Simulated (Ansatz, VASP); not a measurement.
## One calculation of GaSe4, two programs

File INCAR:

```
PREC     = Accurate       # precision mode
ENCUT    = 600            # plane-wave cutoff, eV
EDIFF    = 1E-6           # SCF threshold, eV
ISMEAR   = 0              # smearing method
SIGMA    = 0.1            # smearing width, eV
LREAL    = F              # projectors in reciprocal space
LASPH    = T              # aspherical terms in the spheres
NELM     = 100            # most SCF steps
ALGO     = Normal         # electronic algorithm
ISIF     = 3              # what is computed and relaxed
LWAVE    = F              # write WAVECAR
LCHARG   = F              # write CHGCAR
GGA      = PE             # functional
IBRION   = 2              # ionic algorithm
NSW      = 100            # ionic steps
EDIFFG   = -0.01          # ionic threshold
```

The input KPOINTS:

```
regular mesh
0
Gamma
  8 8 8
```

POSCAR

```
GaSe4
1.0
    5.1632085605      0.0000000000      0.0000000000
    0.0000000000      5.1632085605      0.0000000000
    0.0000000000      0.0000000000      5.1632085605
Ga Se
1 4
Direct
    0.5000000000      0.5000000000      0.5000000000
    0.5000000000      0.0000000000      0.0000000000
    0.0000000000      0.5000000000      0.0000000000
    0.0000000000      0.0000000000      0.5000000000
    0.0000000000      0.0000000000      0.0000000000
```

Input for Ansatz:

```yaml
crystal:
  lattice:
    - [5.1632085605, 0.0, 0.0]
    - [0.0, 5.1632085605, 0.0]
    - [0.0, 0.0, 5.1632085605]
  atoms:
    - { symbol: Ga, position: [0.5, 0.5, 0.5] }
    - { symbol: Se, position: [0.5, 0.0, 0.0] }
    - { symbol: Se, position: [0.0, 0.5, 0.0] }
    - { symbol: Se, position: [0.0, 0.0, 0.5] }
    - { symbol: Se, position: [0.0, 0.0, 0.0] }
basis:
  ecutwfc: 420
kpoints:
  mp_grid: { grid: [8, 8, 8] }
hamiltonian:
  xc: pbe
scf:
  occupations: { method: gaussian, width: 0.1 }
output:
  forces: true
  stress: true
  eigenvalues: true
  write_density: true
  write_potential: true
  elf: true
  volumetric_format: npy
relax:
  adjacent_minimum: "off"
  f_tol: 0.01
  max_steps: 80
  cell: { stress_tol: 0.05 }
```

Alike in both runs: task relaxation of cell and atoms; functional PBE; k mesh 8 × 8 × 8; occupations gaussian, width 0.1 eV; no spin polarisation.

```csv
,VASP,Ansatz
version,VASP 6.6.1,Ansatz 0.2.0
potentials or method,"VASP PAW PBE potentials, release 64 (Ga_d, Se), cutoff 600 eV","scalar-relativistic, plane waves, PAW"
valence electrons in the cell,37,77
```

```csv
,VASP,Ansatz,Ansatz less VASP
"gap on the k mesh at the Fermi level, each at its own relaxed structure (eV)",none,none,-
relaxed volume (Å³/atom),27.22,27.20,-0.018
relaxed cell length with the largest relative difference (Å),5.144,5.143,-0.0011
```

A gap of «none» marks a metal or a gap that the smearing closes. VASP's potentials hold 37 valence electrons a cell and Ansatz's 77, so a difference there can come from the potentials and not from the codes.
